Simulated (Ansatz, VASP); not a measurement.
Li16C: VASP beside Ansatz

```
Li C
1.0
     6.98000    0.00000    0.00000
     0.00000    6.98000    0.00000
     0.00000    0.00000    6.98000
Li C
16 1
Direct
  0.99992 0.96939 0.96652
  0.50057 0.96727 0.02419
  0.99990 0.53000 0.96709
  0.00025 0.05668 0.59915
  0.19350 0.24961 0.15094
  0.50058 0.53251 0.02496
  0.49985 0.03379 0.45854
  0.80640 0.24959 0.15162
  0.00025 0.44323 0.59833
  0.21563 0.75024 0.29135
  0.28087 0.25010 0.78310
  0.49986 0.46565 0.45818
  0.78469 0.75024 0.29153
  0.71971 0.25011 0.78280
  0.28270 0.74900 0.72546
  0.71740 0.74901 0.72495
  0.00024 0.24984 0.87454
```

Alike in both runs: functional PBE; k mesh 3 × 3 × 3; occupations gaussian, width 0.1 eV; no spin polarisation.

Ansatz relaxed the structure, and its values are those at the end. VASP's run is a single point on that final structure, the one shown.

```csv
,VASP,Ansatz
version,VASP 6.6.1,Ansatz 0.2.0
potentials or method,"VASP PAW PBE potentials, release 64 (Li_sv, C), cutoff 520 eV","scalar-relativistic, plane waves, PAW"
valence electrons in the cell,52,52
```

```tsv
	VASP	Ansatz	Ansatz less VASP
rms of the force components (eV/Å)	0.006	0.006	-0.0009
```

With one functional, cell and mesh, what is left measures potentials, basis and numerics.

Noted on VASP's run: the cutoff is short for stress, so the pressure is rough.
